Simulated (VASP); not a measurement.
# SnSe2 (P-3m1) in VASP: further runs

SnSe2 is run at these levels: r2SCAN+D3(BJ), r2SCAN+rVV10; tasks: single point.

Program: VASP 6.6.1. These are calculated values, not measurements. Logs are shortened: lines on timing, memory, paths and dates and some standing lists are left out, and cuts for length are marked.

**1. The cell of the first run**

The structure is trigonal, space group P-3m1 (No. 164). The conventional cell has a = 3.811 Å, b = 3.811 Å, c = 6.136 Å, α = 90.00°, β = 90.00°, γ = 120.00°. Within 3.5 Å of Sn (site symmetry -3m) lie 6 Se at 2.68 Å. Se (site symmetry 3m) has 3 Sn at 2.68 Å within 3.5 Å.

**2. Single point, r2SCAN+D3(BJ)**

Input file POSCAR:

```
SnSe2
1.0
    3.8110000000      0.0000000000      0.0000000000
   -1.9055000000      3.3004228138      0.0000000000
    0.0000000000      0.0000000000      6.1360000000
Sn Se
1 2
Direct
    0.0000000000      0.0000000000      0.0000000000
    0.6666666667      0.3333333333      0.7510000000
    0.3333333333      0.6666666667      0.2490000000
```

Input file INCAR.step1:

```
PREC = Accurate ; ENCUT = 520
ISMEAR = -1 ; SIGMA = 0.05
LREAL = False ; LASPH = True
NELM = 100 ; NBANDS = 20
GGA = PE ; ALGO = Normal
EDIFF = 1E-4 ; LWAVE = True
LCHARG = False
```

Input file INCAR.step2:

```
PREC = Accurate ; ENCUT = 520
EDIFF = 1E-7 ; ISMEAR = -1
SIGMA = 0.05 ; LREAL = False
LASPH = True ; NELM = 100
ALGO = Normal ; ISIF = 2
LWAVE = False ; LCHARG = True
METAGGA = R2SCAN ; LMIXTAU = True
IVDW = 12 ; VDW_S6 = 1.0
VDW_S8 = 0.78981345 ; VDW_A1 = 0.49484001
VDW_A2 = 5.73083694 ; LELF = True
LVHAR = True ; NBANDS = 20
ISTART = 1
```

Input file KPOINTS:

```
regular mesh
0
Gamma
  8 8 5
```

Potentials or basis: VASP PAW PBE potentials, release 64 (Sn_d, Se).

On the command line:

```bash
$ cat potpaw_PBE.64/Sn_d/POTCAR potpaw_PBE.64/Se/POTCAR > POTCAR
$ cp INCAR.step1 INCAR
$ mpirun -np 1 vasp_std > vasp.out
$ cp INCAR.step2 INCAR
$ mpirun -np 1 vasp_std > vasp.out
```

OUTCAR:

```text
PREC = Accurate
   ENCUT = 520
   EDIFF = 1E-7
   ISMEAR = -1
   LREAL = False
   LASPH = True
   NELM = 100
   ISIF = 2
   METAGGA = R2SCAN
   IVDW = 12
   ISTART = 1
 IVDW          = 12

 ion  position               nearest neighbor table
   1  0.000  0.000  0.000-   2 2.68   3 2.68   3 2.68   2 2.68   2 2.68   3 2.68
   2  0.667  0.333  0.751-   1 2.68   1 2.68   1 2.68
   3  0.333  0.667  0.249-   1 2.68   1 2.68   1 2.68

  LATTYP: Found a hexagonal cell.
 ALAT       =     3.8110000000
 C/A-ratio  =     1.6100760955

  Lattice vectors:

 A1 = (   3.8110000000,   0.0000000000,   0.0000000000)
 A2 = (  -1.9055000000,   3.3004228138,   0.0000000000)
 A3 = (   0.0000000000,   0.0000000000,   6.1360000000)

Analysis of symmetry for initial positions (statically):
=====================================================================
 Subroutine PRICEL returns:
 Original cell was already a primitive cell.

 Routine SETGRP: Setting up the symmetry group for a
 hexagonal supercell.

 Subroutine GETGRP returns: Found 12 space group operations
 (whereof 12 operations were pure point group operations)
 out of a pool of 24 trial point group operations.

The static configuration has the point symmetry D_3d.

Analysis of symmetry for dynamics (positions and initial velocities):
=====================================================================
 Subroutine PRICEL returns:
 Original cell was already a primitive cell.

 Routine SETGRP: Setting up the symmetry group for a
 hexagonal supercell.

 Subroutine GETGRP returns: Found 12 space group operations
 (whereof 12 operations were pure point group operations)
 out of a pool of 24 trial point group operations.

The dynamic configuration has the point symmetry D_3d.

 Subroutine INISYM returns: Found 12 space group operations
 (whereof 12 operations are pure point group operations),
 and found     1 'primitive' translations

----------------------------------------------------------------------------------------

                                     Primitive cell

  volume of cell :      77.1781

  direct lattice vectors                    reciprocal lattice vectors
     3.811000000  0.000000000  0.000000000     0.262398321  0.151495741  0.000000000
    -1.905500000  3.300422814  0.000000000     0.000000000  0.302991482  0.000000000
     0.000000000  0.000000000  6.136000000     0.000000000  0.000000000  0.162972621

  length of vectors
     3.811000000  3.811000000  6.136000000     0.302991482  0.302991482  0.162972621

  position of ions in fractional coordinates (direct lattice)
     0.000000000  0.000000000  0.000000000
     0.666666667  0.333333333  0.751000000
     0.333333333  0.666666667  0.249000000

  ion indices of the primitive-cell ions
   primitive index   ion index
                 1           1
                 2           2
                 3           3

----------------------------------------------------------------------------------------

 KPOINTS: regular mesh

Automatic generation of k-mesh.
 Grid dimensions read from file:
 generate k-points for:    8    8    5

 Generating k-lattice:

  Cartesian coordinates                     Fractional coordinates (reciprocal lattice)
     0.032799790  0.018936968  0.000000000     0.125000000  0.000000000  0.000000000
     0.000000000  0.037873935  0.000000000     0.000000000  0.125000000  0.000000000
     0.000000000  0.000000000  0.032594524     0.000000000  0.000000000  0.200000000

  Length of vectors
     0.037873935  0.037873935  0.032594524

  Shift w.r.t. Gamma in fractional coordinates (k-lattice)
     0.000000000  0.000000000  0.000000000

 Subroutine IBZKPT returns following result:
 ===========================================

 Found     40 irreducible k-points:

 Following reciprocal coordinates:
            Coordinates               Weight
  0.000000  0.000000  0.000000      1.000000
  0.125000  0.000000  0.000000      6.000000
  0.250000  0.000000  0.000000      6.000000
  0.375000  0.000000  0.000000      6.000000
  0.500000  0.000000  0.000000      3.000000
[... 49 lines left out ...]
  band No.  band energies     occupation
      1     -18.0540      2.00000
      2     -18.0397      2.00000
      3     -17.9802      2.00000
      4     -17.9745      2.00000
      5     -17.9702      2.00000
      6     -10.4676      2.00000
[... 12 lines left out ...]
     19      12.9503      0.00000
     20      13.5801      0.00000

 k-point     3 :       0.2500    0.0000    0.0000
  band No.  band energies     occupation
      1     -18.0784      2.00000
      2     -18.0306      2.00000
      3     -17.9844      2.00000
      4     -17.9649      2.00000
      5     -17.9630      2.00000
      6     -10.0045      2.00000
[... 12 lines left out ...]
     19      12.6764      0.00000
     20      14.1336      0.00000

 k-point     4 :       0.3750    0.0000    0.0000
  band No.  band energies     occupation
      1     -18.1037      2.00000
      2     -18.0256      2.00000
      3     -17.9912      2.00000
      4     -17.9517      2.00000
      5     -17.9514      2.00000
      6      -9.3513      2.00000
[... 12 lines left out ...]
     19      13.9001      0.00000
     20      14.6335      0.00000

 k-point     5 :       0.5000    0.0000    0.0000
  band No.  band energies     occupation
      1     -18.1143      2.00000
      2     -18.0244      2.00000
      3     -17.9939      2.00000
      4     -17.9459      2.00000
      5     -17.9458      2.00000
      6      -8.9092      2.00000
[... 12 lines left out ...]
     19      14.5840      0.00000
     20      15.2607      0.00000
[... 353 lines left out ...]
      6      -9.5382      2.00000
[... 12 lines left out ...]
     19      11.9049      0.00000
     20      14.0746      0.00000

 k-point    22 :       0.3750    0.1250    0.2000
  band No.  band energies     occupation
      1     -18.1041      2.00000
      2     -18.0333      2.00000
      3     -17.9884      2.00000
      4     -17.9532      2.00000
      5     -17.9459      2.00000
      6      -8.9275      2.00000
[... 12 lines left out ...]
     19      13.9889      0.00000
     20      15.4490      0.00000

 k-point    23 :      -0.1250    0.5000    0.2000
  band No.  band energies     occupation
      1     -18.1041      2.00000
      2     -18.0333      2.00000
      3     -17.9884      2.00000
      4     -17.9533      2.00000
      5     -17.9458      2.00000
      6      -8.9282      2.00000
[... 12 lines left out ...]
     19      13.6123      0.00000
     20      14.6490      0.00000

 k-point    24 :       0.2500    0.2500    0.2000
  band No.  band energies     occupation
      1     -18.0897      2.00000
      2     -18.0464      2.00000
      3     -17.9787      2.00000
      4     -17.9647      2.00000
      5     -17.9459      2.00000
      6      -8.9696      2.00000
[... 12 lines left out ...]
     19      11.8656      0.00000
     20      14.3456      0.00000

 [... further k-points ...]

------------------------ aborting loop because EDIFF is reached ----------------------------------------

 Edisp (eV)   -0.50827

 E8    (eV) :    -0.1727

  FORCE on cell =-STRESS in cart. coord.  units (eV):
  Direction    XX          YY          ZZ          XY          YZ          ZX
  --------------------------------------------------------------------------------------
  -------------------------------------------------------------------------------------
  Total       1.00129     1.00129     1.70430     0.00000     0.00000     0.00000
  in kB      20.78619    20.78619    35.38046     0.00000     0.00000     0.00000
  external pressure =       25.65 kB  Pullay stress =        0.00 kB

 VOLUME and BASIS-vectors are now :
 -----------------------------------------------------------------------------
  energy-cutoff  :      520.00
  volume of cell :       77.18
      direct lattice vectors                 reciprocal lattice vectors
     3.811000000  0.000000000  0.000000000     0.262398321  0.151495741  0.000000000
    -1.905500000  3.300422814  0.000000000     0.000000000  0.302991482  0.000000000
     0.000000000  0.000000000  6.136000000     0.000000000  0.000000000  0.162972621

 POSITION                                       TOTAL-FORCE (eV/Angst)
 -----------------------------------------------------------------------------------
      0.00000      0.00000      0.00000        -0.000000      0.000000      0.000000
      1.90550      1.10014      4.60814         0.000000      0.000000     -0.538982
     -0.00000      2.20028      1.52786        -0.000000     -0.000000      0.538982
 -----------------------------------------------------------------------------------
    total drift:                                0.000000      0.000000      0.000000

  FREE ENERGIE OF THE ION-ELECTRON SYSTEM (eV)
  ---------------------------------------------------
  free  energy   TOTEN  =       -55.0924476120 eV

  energy  without entropy=      -55.0924462041  energy(sigma->0) =      -55.09244691
```

It took 2.1 min on 1 thread of Intel Xeon 6975P-C (Granite Rapids), shared host; peak memory 0.23 GiB.

Results:

- Free energy: -55.0924 eV
- Pressure: 2.6 GPa
- Largest force: 0.539 eV/Å
- Band gap on the k mesh: 1.10 eV (least direct gap 1.53 eV)
- Dispersion energy per atom: -0.169 eV

Forces in eV/Å, atoms in the order of the input:
```
Sn   0.000  0.000  0.000
Se   0.000  0.000 -0.539
Se   0.000  0.000  0.539
```

Levels at points of the mesh, in eV from the valence-band top:
| k point | band 10 | band 11 | band 12 | band 13 | band 14 | band 15 | band 16 | band 17 |
| --- | --- | --- | --- | --- | --- | --- | --- | --- |
| (0.00, 0.00, 0.00) | -0.73 | -0.42 | -0.42 | 0.00 | 1.53 | 3.45 | 5.05 | 5.05 |
| (0.50, 0.00, 0.00) | -2.96 | -2.77 | -1.18 | -0.33 | 1.41 | 4.31 | 5.92 | 5.95 |

Caveat: three body term missing; the PAW data sets were made with another functional, which shifts forces and pressure a little; spin-orbit coupling is left out, which moves the levels of the heavy elements; an odd mesh through Γ misses points on the zone boundary, where band edges can lie.

**3. Single point, r2SCAN+D3(BJ)**

This run uses another cell than the first one, of 26.29 Å³/atom.

Input file POSCAR:

```
SnSe2
1.0
    3.8252646674      0.0000000000      0.0000000000
   -1.9126323337      3.3127763781      0.0000000000
    0.0000000000      0.0000000000      6.2229772393
Sn Se
1 2
Direct
    0.0000000000      0.0000000000      0.0000000000
    0.6666666667      0.3333333333      0.7472285987
    0.3333333333      0.6666666667      0.2527714013
```

Input file INCAR.step1:

```
PREC = Accurate
ENCUT = 520
ISMEAR = -1
SIGMA = 0.05
LREAL = False
LASPH = True
NELM = 60
NBANDS = 20
GGA = PE
ALGO = Normal
EDIFF = 1E-4
LWAVE = True
LCHARG = False
```

Input file INCAR.step2:

```
PREC = Accurate
ENCUT = 520
EDIFF = 1E-6
ISMEAR = -1
SIGMA = 0.05
LREAL = False
LASPH = True
NELM = 60
ALGO = Normal
ISIF = 2
LWAVE = False
LCHARG = True
METAGGA = R2SCAN
LMIXTAU = True
IVDW = 12
VDW_S6 = 1.0
VDW_S8 = 0.78981345
VDW_A1 = 0.49484001
VDW_A2 = 5.73083694
LELF = True
LVHAR = True
NBANDS = 20
ISTART = 1
```

KPOINTS is that of step 2.

Potentials or basis: VASP PAW PBE potentials, release 64 (Sn_d, Se).

On the command line:

```bash
$ cat potpaw_PBE.64/Sn_d/POTCAR potpaw_PBE.64/Se/POTCAR > POTCAR
$ cp INCAR.step1 INCAR
$ mpirun -np 1 vasp_std > vasp.out
$ cp INCAR.step2 INCAR
$ mpirun -np 1 vasp_std > vasp.out
```

Wall time 1.9 min (1 thread of Intel Xeon 6975P-C (Granite Rapids), shared host); peak memory 0.23 GiB.

The run converged. Its results:

* Free energy: -55.1216 eV
* Pressure: 0.1 GPa
* Largest force: 0.016 eV/Å
* Band gap on the k mesh: 1.01 eV (least direct gap 1.54 eV)
* Dispersion energy per atom: -0.166 eV

Forces on the atoms (eV/Å):
```
Sn   0.000  0.000  0.000
Se   0.000  0.000 -0.016
Se   0.000  0.000  0.016
```

Levels at points of the mesh, in eV from the valence-band top:
```tsv
k point	band 11	band 12	band 13	band 14	band 15	band 16
(0.00, 0.00, 0.00)	-0.28	-0.28	-0.07	1.47	3.60	5.09
(0.50, 0.00, 0.00)	-2.52	-1.19	-0.25	1.44	4.30	5.82
```

Caveat: the PAW data sets were made with another functional, which shifts forces and pressure a little; spin-orbit coupling is left out, which moves the levels of the heavy elements; an odd mesh through Γ misses points on the zone boundary, where band edges can lie.

**4. Single point, r2SCAN+rVV10**

This run uses another cell than the first one, of 26.32 Å³/atom.

Input file POSCAR:

```
SnSe2
1.0
    3.8264612170      0.0000000000      0.0000000000
   -1.9132306085      3.3138126205      0.0000000000
    0.0000000000      0.0000000000      6.2265797288
Sn Se
1 2
Direct
    0.0000000000      0.0000000000      0.0000000000
    0.6666666667      0.3333333333      0.7470057889
    0.3333333333      0.6666666667      0.2529942111
```

Input file INCAR.step1:

```
ALGO = Normal
EDIFF = 1E-4
ENCUT = 520
GGA = PE
ISMEAR = -1
LASPH = T
LCHARG = F
LREAL = F
LWAVE = T
NBANDS = 20
NELM = 80
PREC = Accurate
SIGMA = 0.05
```

Input file INCAR.step2:

```
ALGO = Normal
BPARAM = 11.95
CPARAM = 0.0093
EDIFF = 1E-7
ENCUT = 520
ISIF = 2
ISMEAR = -1
ISTART = 1
IVDW_NL = 2
LASPH = T
LCHARG = F
LMIXTAU = T
LREAL = F
LUSE_VDW = T
LWAVE = F
METAGGA = R2SCAN
NBANDS = 20
NELM = 80
PREC = Accurate
SIGMA = 0.05
```

Input file KPOINTS:

```
k-points
0
Gamma
  8 8 5
```

On the command line:

```bash
$ cat potpaw_PBE.64/Sn_d/POTCAR potpaw_PBE.64/Se/POTCAR > POTCAR
$ cp INCAR.step1 INCAR
$ mpirun -np 1 vasp_std > vasp.out
$ cp INCAR.step2 INCAR
$ mpirun -np 1 vasp_std > vasp.out
```

Run time: 2.5 min. Hardware: 1 thread of Intel Xeon 6975P-C (Granite Rapids), shared host; peak memory 0.37 GiB.

Results (log left out):

```
Free energy            : -53.9764 eV
Pressure               : 0.2 GPa
Largest force          : 0.030 eV/Å
Band gap on the k mesh : 0.99 eV (least direct gap 1.50 eV)
```

Forces on the atoms (eV/Å):
```
Sn   0.000  0.000  0.000
Se   0.000  0.000 -0.030
Se   0.000  0.000  0.030
```

Levels at points of the mesh, in eV from the valence-band top:
```tsv
k point	band 9	band 10	band 11	band 12	band 13	band 14	band 15	band 16	band 17	band 18
(0.00, 0.00, 0.00)	-0.56	-0.56	-0.28	-0.28	-0.07	1.43	3.57	5.08	5.08	8.68
(0.50, 0.00, 0.00)	-4.39	-2.91	-2.52	-1.21	-0.25	1.42	4.26	5.79	5.82	7.46
```

Caveat: the PAW data sets were made with another functional, which shifts forces and pressure a little; spin-orbit coupling is left out, which moves the levels of the heavy elements; an odd mesh through Γ misses points on the zone boundary, where band edges can lie.

**5. Single point, r2SCAN+D3(BJ)**

This run uses another cell than the first one, of 26.53 Å³/atom.

Input file POSCAR:

```
SnSe2
1.0
    3.8284141237      0.0000000000      0.0000000000
   -1.9142070619      3.3155038874      0.0000000000
    0.0000000000      0.0000000000      6.2693504469
Sn Se
1 2
Direct
    0.0000000000      0.0000000000      0.0000000000
    0.6666666667      0.3333333333      0.7490732437
    0.3333333333      0.6666666667      0.2509267563
```

Input file INCAR.step1:

```
SYSTEM = SnSe2
PREC     = Accurate       ! precision mode
ENCUT    = 520            ! plane-wave cutoff, eV
ISMEAR   = -1             ! smearing method
SIGMA    = 0.05           ! smearing width, eV
LREAL    = .False.        ! projectors in reciprocal space
LASPH    = .True.         ! aspherical terms in the spheres
NELM     = 100            ! most SCF steps
NBANDS   = 20             ! bands
GGA      = PE             ! functional
ALGO     = Normal         ! electronic algorithm
EDIFF    = 1E-4           ! SCF threshold, eV
LWAVE    = .True.         ! write WAVECAR
LCHARG   = .False.        ! write CHGCAR
```

Input file INCAR.step2:

```
SYSTEM = SnSe2
PREC     = Accurate       ! precision mode
ENCUT    = 520            ! plane-wave cutoff, eV
EDIFF    = 1E-7           ! SCF threshold, eV
ISMEAR   = -1             ! smearing method
SIGMA    = 0.05           ! smearing width, eV
LREAL    = .False.        ! projectors in reciprocal space
LASPH    = .True.         ! aspherical terms in the spheres
NELM     = 100            ! most SCF steps
ALGO     = Normal         ! electronic algorithm
ISIF     = 2              ! what is computed and relaxed
LWAVE    = .False.        ! write WAVECAR
LCHARG   = .True.         ! write CHGCAR
METAGGA  = R2SCAN         ! meta-GGA
LMIXTAU  = .True.       
IVDW     = 12             ! dispersion correction
VDW_S6   = 1.0          
VDW_S8   = 0.78981345   
VDW_A1   = 0.49484001   
VDW_A2   = 5.73083694   
LELF     = .True.         ! ELF
LVHAR    = .True.       
NBANDS   = 20             ! bands
ISTART   = 1
```

Input file KPOINTS:

```
regular mesh
0
Gamma
  8 8 5
  0 0 0
```

On the command line:

```bash
$ cat potpaw_PBE.64/Sn_d/POTCAR potpaw_PBE.64/Se/POTCAR > POTCAR
$ cp INCAR.step1 INCAR
$ mpirun -np 1 vasp_std > vasp.out
$ cp INCAR.step2 INCAR
$ mpirun -np 1 vasp_std > vasp.out
```

Run time: 1.9 min. Hardware: 1 thread of Intel Xeon 6975P-C (Granite Rapids), shared host; peak memory 0.23 GiB.

It converged, with:

```
Free energy                : -55.1212 eV
Pressure                   : -0.1 GPa
Largest force              : 0.017 eV/Å
Band gap on the k mesh     : 1.02 eV (least direct gap 1.54 eV)
Dispersion energy per atom : -0.164 eV
```

Forces in eV/Å, atoms in the order of the input:
```
Sn   0.000  0.000  0.000
Se   0.000  0.000 -0.017
Se   0.000  0.000  0.017
```

Levels at points of the mesh, in eV from the valence-band top:
```csv
k point,band 9,band 10,band 11,band 12,band 13,band 14,band 15,band 16,band 17,band 18
"(0.00, 0.00, 0.00)",-0.56,-0.56,-0.26,-0.26,-0.10,1.47,3.60,5.09,5.09,8.68
"(0.50, 0.00, 0.00)",-4.38,-2.85,-2.50,-1.14,-0.25,1.42,4.31,5.85,5.93,7.44
```

Caveat: three body term missing; the PAW data sets were made with another functional, which shifts forces and pressure a little; spin-orbit coupling is left out, which moves the levels of the heavy elements; an odd mesh through Γ misses points on the zone boundary, where band edges can lie.

**6. The runs side by side**

| level | cell | gap on the mesh (eV) | pressure (GPa) | largest force (eV/Å) |
| --- | --- | --- | --- | --- |
| r2SCAN+D3(BJ) | a = 3.811, b = 3.811, c = 6.136 Å, angles 90.0, 90.0, 120.0°, 3 atoms, atomic positions A | 1.10 | 2.6 | 0.54 |
| r2SCAN+D3(BJ) | a = 3.825, b = 3.825, c = 6.223 Å, angles 90.0, 90.0, 120.0°, 3 atoms, atomic positions B | 1.01 | 0.1 | 0.02 |
| r2SCAN+rVV10 | a = 3.826, b = 3.826, c = 6.227 Å, angles 90.0, 90.0, 120.0°, 3 atoms, atomic positions B | 0.99 | 0.2 | 0.03 |
| r2SCAN+D3(BJ) | a = 3.828, b = 3.828, c = 6.269 Å, angles 90.0, 90.0, 120.0°, 3 atoms, atomic positions A | 1.02 | -0.1 | 0.02 |

Alike in all rows: task single point; potentials or basis VASP PAW PBE potentials, release 64 (Sn_d, Se); no spin polarisation; k mesh 8 × 8 × 5; cutoff (eV) 520; smearing fermi-dirac 0.05 eV.

Caveats: the PAW data sets were made with another functional, which shifts forces and pressure a little; spin-orbit coupling is left out, which moves the levels of the heavy elements; an odd mesh through Γ misses points on the zone boundary, where band edges can lie; three body term missing (at least some runs).

Total energies depend on the potentials used, so only differences within one code and one set of settings carry meaning.
